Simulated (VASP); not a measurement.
# KF in VASP: a series of runs

Runs on KF. Level: r2SCAN. Tasks: single point.

All numbers are computed with VASP 6.6.1; they aren't measurements. Logs are shortened: lines on timing, memory, paths and dates and some standing lists are left out, and cuts for length are marked.

### 1 The cell of the first run

It takes space group Fm-3m (No. 225, cubic). The conventional cell has a = 5.187 Å, b = 5.187 Å, c = 5.187 Å, α = 90.00°, β = 90.00°, γ = 90.00°. K (site symmetry m-3m) has 6 F at 2.59 Å within 3.4 Å. F (site symmetry m-3m) has 6 K at 2.59 Å within 3.4 Å.

### 2 Single point, r2SCAN (strain -0.030 along x and y, -0.030 along z)

POSCAR

```
KF
1.0
    0.0000000000      2.5932950000      2.5932950000
    2.5932950000      0.0000000000      2.5932950000
    2.5932950000      2.5932950000      0.0000000000
K F
1 1
Direct
    0.0000000000      0.0000000000      0.0000000000
    0.5000000000      0.5000000000      0.5000000000
```

INCAR.step1

```
SYSTEM = KF
PREC = Accurate
ENCUT = 520
ISMEAR = 0
SIGMA = 0.05
LREAL = .FALSE.
LASPH = .TRUE.
NELM = 60
NBANDS = 15
GGA = PE
ALGO = Normal
EDIFF = 1E-4
LWAVE = .TRUE.
LCHARG = .FALSE.
```

INCAR.step2

```
SYSTEM = KF
PREC = Accurate
ENCUT = 520
EDIFF = 1E-7
ISMEAR = 0
SIGMA = 0.05
LREAL = .FALSE.
LASPH = .TRUE.
NELM = 60
ALGO = Normal
ISIF = 2
LWAVE = .FALSE.
LCHARG = .FALSE.
METAGGA = R2SCAN
LMIXTAU = .TRUE.
NBANDS = 15
ISTART = 1
```

KPOINTS

```
regular mesh
0
G
  8 8 8
  0 0 0
```

Potentials or basis: VASP PAW PBE potentials, release 64 (K_sv, F).

The run is started by

```
$ cat potpaw_PBE.64/K_sv/POTCAR potpaw_PBE.64/F/POTCAR > POTCAR
$ cp INCAR.step1 INCAR
$ mpirun -np 1 vasp_std > vasp.out
$ cp INCAR.step2 INCAR
$ mpirun -np 1 vasp_std > vasp.out
```

OUTCAR:

```text
SYSTEM = KF
   PREC = Accurate
   ENCUT = 520
   EDIFF = 1E-7
   ISMEAR = 0
   LREAL = .FALSE.
   LASPH = .TRUE.
   NELM = 60
   ISIF = 2
   METAGGA = R2SCAN
   ISTART = 1

 ion  position               nearest neighbor table
   1  0.000  0.000  0.000-   2 2.59   2 2.59   2 2.59   2 2.59   2 2.59   2 2.59
   2  0.500  0.500  0.500-   1 2.59   1 2.59   1 2.59   1 2.59   1 2.59   1 2.59

  LATTYP: Found a face centered cubic cell.
 ALAT       =     5.1865900000

  Lattice vectors:

 A1 = (   0.0000000000,   2.5932950000,   2.5932950000)
 A2 = (   2.5932950000,   0.0000000000,   2.5932950000)
 A3 = (   2.5932950000,   2.5932950000,   0.0000000000)

Analysis of symmetry for initial positions (statically):
=====================================================================
 Subroutine PRICEL returns:
 Original cell was already a primitive cell.

 Routine SETGRP: Setting up the symmetry group for a
 face centered cubic supercell.

 Subroutine GETGRP returns: Found 48 space group operations
 (whereof 48 operations were pure point group operations)
 out of a pool of 48 trial point group operations.

The static configuration has the point symmetry O_h .

Analysis of symmetry for dynamics (positions and initial velocities):
=====================================================================
 Subroutine PRICEL returns:
 Original cell was already a primitive cell.

 Routine SETGRP: Setting up the symmetry group for a
 face centered cubic supercell.

 Subroutine GETGRP returns: Found 48 space group operations
 (whereof 48 operations were pure point group operations)
 out of a pool of 48 trial point group operations.

The dynamic configuration has the point symmetry O_h .

 Subroutine INISYM returns: Found 48 space group operations
 (whereof 48 operations are pure point group operations),
 and found     1 'primitive' translations

----------------------------------------------------------------------------------------

                                     Primitive cell

  volume of cell :      34.8807

  direct lattice vectors                    reciprocal lattice vectors
     0.000000000  2.593295000  2.593295000    -0.192804906  0.192804906  0.192804906
     2.593295000  0.000000000  2.593295000     0.192804906 -0.192804906  0.192804906
     2.593295000  2.593295000  0.000000000     0.192804906  0.192804906 -0.192804906

  length of vectors
     3.667472960  3.667472960  3.667472960     0.333947894  0.333947894  0.333947894

  position of ions in fractional coordinates (direct lattice)
     0.000000000  0.000000000  0.000000000
     0.500000000  0.500000000  0.500000000
[... 89 lines left out ...]
   NUPDOWN=      -1.0000    fix difference up-down
   EMIN   =  10.00;   EMAX   =-10.00  energy-range for DOS
   EFERMI =   0.00;   METHOD = LEGACY
   ISMEAR =     0;   SIGMA  =   0.05  broadening in eV -4-tet -1-fermi 0-gaus
   EFERMI_NEDOS =   21; number of points for ismear=-14 and -15
   IALGO  =     38    algorithm
   IMIX   =      4    mixing-type and parameters
     AMIX     =   0.40;   BMIX     =  1.00
     AMIX_MAG =   1.60;   BMIX_MAG =  1.00
  volume/ion in A,a.u.               =      17.44       117.69
  Fermi-wavevector in a.u.,A,eV,Ry     =   1.262563  2.385897 21.688560  1.594064
  Thomas-Fermi vector in A             =   2.395964
   LORBIT       =      0    0 simple, 1 ext, 2 COOP (PROOUT), +10 PAW based schemes
   METAGGA = R2SCAN    functional components
   LHFCALC =     F    Hartree Fock is set to
   AEXX    =    0.0000 exact exchange contribution
   IVDW    =     0    specifies the selected vdW correction
   LEPSILON=     F    determine dielectric tensor
   LRPA    =     F    only Hartree local field effects (RPA)
 non-spin polarized calculation
 Gauss-broadening in eV      SIGMA  =   0.05
  energy-cutoff  :      520.00
  volume of cell :       34.88
 maximum number of plane-waves:       960
   NGX = 13   NGY = 13   NGZ = 13

 number of electron      16.0000002 magnetization

 Free energy of the ion-electron system (eV)
  ---------------------------------------------------
  ext. energy  EPLUGINS =         0.00000000
  ---------------------------------------------------
  free energy    TOTEN  =       -14.94383055 eV

  energy without entropy =      -14.94383055  energy(sigma->0) =      -14.94383055

 E-fermi :  -2.8046     XC(G=0):  -9.3567

 val. band max:       -3.0983720127   @ k =   0.0000   0.0000   0.0000
 cond. band min:       4.2372267133   @ k =   0.0000   0.0000   0.0000
 fundamental gap:      7.3355987261
 Fermi energy:        -2.8046042318

 k-point     1 :       0.0000    0.0000    0.0000
  band No.  band energies     occupation
      1     -29.9860      2.00000
      2     -22.9331      2.00000
      3     -12.3938      2.00000
      4     -12.3938      2.00000
      5     -12.3938      2.00000
      6      -3.0984      2.00000
      7      -3.0984      2.00000
      8      -3.0984      2.00000
      9       4.2372      0.00000
     10       8.5911      0.00000
     11       8.5911      0.00000
     12       8.5911      0.00000
     13      10.5825      0.00000
     14      10.5825      0.00000
[... 401 lines left out ...]
      2     -23.0487      2.00000
      3     -12.7968      2.00000
      4     -12.6745      2.00000
      5     -12.4782      2.00000
      6      -3.7133      2.00000
      7      -3.4085      2.00000
      8      -3.3668      2.00000
      9       7.2648      0.00000
     10       8.0511      0.00000
     11      10.0292      0.00000
     12      10.9737      0.00000
     13      12.4475      0.00000
     14      13.6179      0.00000
     15      14.2649      0.00000

 [... further k-points ...]

------------------------ aborting loop because EDIFF is reached ----------------------------------------

  FORCE on cell =-STRESS in cart. coord.  units (eV):
  Direction    XX          YY          ZZ          XY          YZ          ZX
  --------------------------------------------------------------------------------------
  -------------------------------------------------------------------------------------
  Total        0.7014290      0.7014290      0.7014290     -0.0000000      0.0000000      0.0000000
  in kB       32.2187396     32.2187396     32.2187396     -0.0000000      0.0000000      0.0000000
  external PRESSURE =      32.2187396 kB  Pullay stress =       0.0000000 kB

 VOLUME and BASIS-vectors are now :
 -----------------------------------------------------------------------------
  energy-cutoff  :      520.00
  volume of cell :       34.88
      direct lattice vectors                 reciprocal lattice vectors
     0.000000000  2.593295000  2.593295000    -0.192804906  0.192804906  0.192804906
     2.593295000  0.000000000  2.593295000     0.192804906 -0.192804906  0.192804906
     2.593295000  2.593295000  0.000000000     0.192804906  0.192804906 -0.192804906

 POSITION                                       TOTAL-FORCE (eV/Angst)
 -----------------------------------------------------------------------------------
      0.00000      0.00000      0.00000         0.000000     -0.000000     -0.000000
      2.59329      2.59329      2.59329        -0.000000      0.000000      0.000000
 -----------------------------------------------------------------------------------
    total drift:                                0.000000      0.000000      0.000000

  FREE ENERGIE OF THE ION-ELECTRON SYSTEM (eV)
  ---------------------------------------------------
  free  energy   TOTEN  =       -14.9438305523 eV

  energy  without entropy=      -14.9438305523  energy(sigma->0) =      -14.94383055
```

Wall time 2.6 min (1 thread of AMD EPYC, shared host); peak memory 0.14 GiB.

Results:

* Free energy: -14.9438 eV
* Pressure: 3.2 GPa
* Band gap on the k mesh: 7.34 eV

Caveat: the cell differs from its parent crystal (strain -0.030 along x and y, -0.030 along z); the cell stands under pressure; the PAW data sets were made with another functional, which shifts forces and pressure a little.

### 3 Single point, r2SCAN (strain -0.030 along x and y, -0.015 along z)

POSCAR

```
KF
1.0
    0.0000000000      2.5932950000      2.6333975000
    2.5932950000      0.0000000000      2.6333975000
    2.5932950000      2.5932950000      0.0000000000
K F
1 1
Direct
    0.0000000000      0.0000000000      0.0000000000
    0.5000000000      0.5000000000      0.5000000000
```

INCAR.step1

```
SYSTEM = KF
  ALGO = Normal
  EDIFF = 1E-4
  ENCUT = 520
  GGA = PE
  ISMEAR = 0
  LASPH = .True.
  LCHARG = .False.
  LREAL = .False.
  LWAVE = .True.
  NBANDS = 15
  NELM = 100
  PREC = Accurate
  SIGMA = 0.05
```

INCAR.step2

```
SYSTEM = KF
  ALGO = Normal
  EDIFF = 1E-7
  ENCUT = 520
  ISIF = 2
  ISMEAR = 0
  ISTART = 1
  LASPH = .True.
  LCHARG = .False.
  LMIXTAU = .True.
  LREAL = .False.
  LWAVE = .False.
  METAGGA = R2SCAN
  NBANDS = 15
  NELM = 100
  PREC = Accurate
  SIGMA = 0.05
```

KPOINTS

```
k-points
0
Gamma
  8 8 8
  0 0 0
```

Potentials or basis: VASP PAW PBE potentials, release 64 (K_sv, F).

The run is started by

```
$ cat potpaw_PBE.64/K_sv/POTCAR potpaw_PBE.64/F/POTCAR > POTCAR
$ cp INCAR.step1 INCAR
$ mpirun -np 1 vasp_std > vasp.out
$ cp INCAR.step2 INCAR
$ mpirun -np 1 vasp_std > vasp.out
```

Wall time 4.6 min (1 thread of AMD EPYC, shared host); peak memory 0.15 GiB.

Results (log left out):

- Free energy: -14.9527 eV
- Pressure: 2.5 GPa
- Band gap on the k mesh: 7.23 eV

Stress tensor (GPa, compression positive):
```
2.93 0.00 0.00
0.00 2.93 0.00
0.00 0.00 1.60
```

Levels at points of the mesh, in eV from the valence-band top:
| k point | band 5 | band 6 | band 7 | band 8 | band 9 | band 10 | band 11 | band 12 |
| --- | --- | --- | --- | --- | --- | --- | --- | --- |
| (0.00, 0.00, 0.00) | -9.36 | -0.03 | 0.00 | 0.00 | 7.23 | 11.58 | 11.67 | 11.67 |
| (0.50, 0.00, 0.00) | -9.39 | -0.86 | -0.41 | -0.41 | 9.98 | 11.82 | 13.22 | 13.32 |
| (0.50, 0.50, 0.00) | -9.61 | -0.20 | -0.03 | -0.03 | 8.85 | 11.64 | 12.95 | 15.03 |
| (0.50, 0.00, 0.50) | -9.62 | -0.15 | -0.07 | -0.03 | 8.78 | 11.64 | 13.09 | 15.01 |

Caveat: the cell differs from its parent crystal (strain -0.030 along x and y, -0.015 along z); the PAW data sets were made with another functional, which shifts forces and pressure a little.

### 4 Single point, r2SCAN (strain +0.030 along x and y, +0.015 along z)

POSCAR

```
KF
1.0
    0.0000000000      2.7537050000      2.7136025000
    2.7537050000      0.0000000000      2.7136025000
    2.7537050000      2.7537050000      0.0000000000
K F
1 1
Direct
    0.0000000000      0.0000000000      0.0000000000
    0.5000000000      0.5000000000      0.5000000000
```

INCAR.step1

```
SYSTEM = KF
ALGO     = Normal         ! electronic algorithm
EDIFF    = 1E-4           ! SCF threshold, eV
ENCUT    = 520            ! plane-wave cutoff, eV
GGA      = PE             ! functional
ISMEAR   = 0              ! smearing method
LASPH    = .TRUE.         ! aspherical terms in the spheres
LCHARG   = .FALSE.        ! write CHGCAR
LREAL    = .FALSE.        ! projectors in reciprocal space
LWAVE    = .TRUE.         ! write WAVECAR
NBANDS   = 15             ! bands
NELM     = 80             ! most SCF steps
PREC     = Accurate       ! precision mode
SIGMA    = 0.05           ! smearing width, eV
```

INCAR.step2

```
SYSTEM = KF
ALGO     = Normal         ! electronic algorithm
EDIFF    = 1E-6           ! SCF threshold, eV
ENCUT    = 520            ! plane-wave cutoff, eV
ISIF     = 2              ! what is computed and relaxed
ISMEAR   = 0              ! smearing method
ISTART   = 1            
LASPH    = .TRUE.         ! aspherical terms in the spheres
LCHARG   = .TRUE.         ! write CHGCAR
LELF     = .TRUE.         ! ELF
LMIXTAU  = .TRUE.       
LREAL    = .FALSE.        ! projectors in reciprocal space
LVHAR    = .TRUE.       
LWAVE    = .FALSE.        ! write WAVECAR
METAGGA  = R2SCAN         ! meta-GGA
NBANDS   = 15             ! bands
NELM     = 80             ! most SCF steps
PREC     = Accurate       ! precision mode
SIGMA    = 0.05           ! smearing width, eV
```

KPOINTS

```
k-points
0
G
  8 8 8
  0 0 0
```

The run is started by

```
$ cat potpaw_PBE.64/K_sv/POTCAR potpaw_PBE.64/F/POTCAR > POTCAR
$ cp INCAR.step1 INCAR
$ mpirun -np 1 vasp_std > vasp.out
$ cp INCAR.step2 INCAR
$ mpirun -np 1 vasp_std > vasp.out
```

It took 4.7 min on 1 thread of AMD EPYC, shared host; peak memory 0.16 GiB.

Results (log left out):

- Free energy: -14.9450 eV
- Pressure: -2.6 GPa
- Band gap on the k mesh: 6.43 eV

Stress tensor (GPa, compression positive):
```
-2.78  0.00  0.00
 0.00 -2.78  0.00
 0.00  0.00 -2.22
```

Levels at points of the mesh, in eV from the valence-band top:
```tsv
k point	band 4	band 5	band 6	band 7	band 8	band 9	band 10	band 11	band 12	band 13
(0.00, 0.00, 0.00)	-9.90	-9.89	-0.02	-0.02	0.00	6.43	11.20	11.20	11.28	12.91
(0.50, 0.00, 0.00)	-9.93	-9.92	-0.69	-0.29	-0.29	9.35	10.67	12.51	12.60	14.77
(0.50, 0.50, 0.00)	-10.07	-10.07	-0.23	-0.09	-0.09	8.64	10.80	11.89	14.20	14.65
(0.50, 0.00, 0.50)	-10.05	-10.05	-0.25	-0.08	-0.06	8.70	10.79	11.76	14.21	14.60
```

Caveat: the cell differs from its parent crystal (strain +0.030 along x and y, +0.015 along z); the PAW data sets were made with another functional, which shifts forces and pressure a little.

### 5 Overview

```tsv
cell	gap on the mesh (eV)	pressure (GPa)
a = 3.667 Å, angles 60.0°, 2 atoms	7.34	3.2
a = 3.696, b = 3.696, c = 3.667 Å, angles 60.3, 60.3, 59.5°, 2 atoms	7.23	2.5
a = 3.866, b = 3.866, c = 3.894 Å, angles 59.8, 59.8, 60.5°, 2 atoms	6.43	-2.6
```

Alike in all rows: task single point; level r2SCAN; potentials or basis VASP PAW PBE potentials, release 64 (K_sv, F); no spin polarisation; k mesh 8 × 8 × 8; cutoff (eV) 520; smearing gaussian 0.05 eV.

Caveats: the PAW data sets were made with another functional, which shifts forces and pressure a little; the cell stands under pressure (at least some runs).

Total energies depend on the potentials used, so only differences within one code and one set of settings carry meaning.
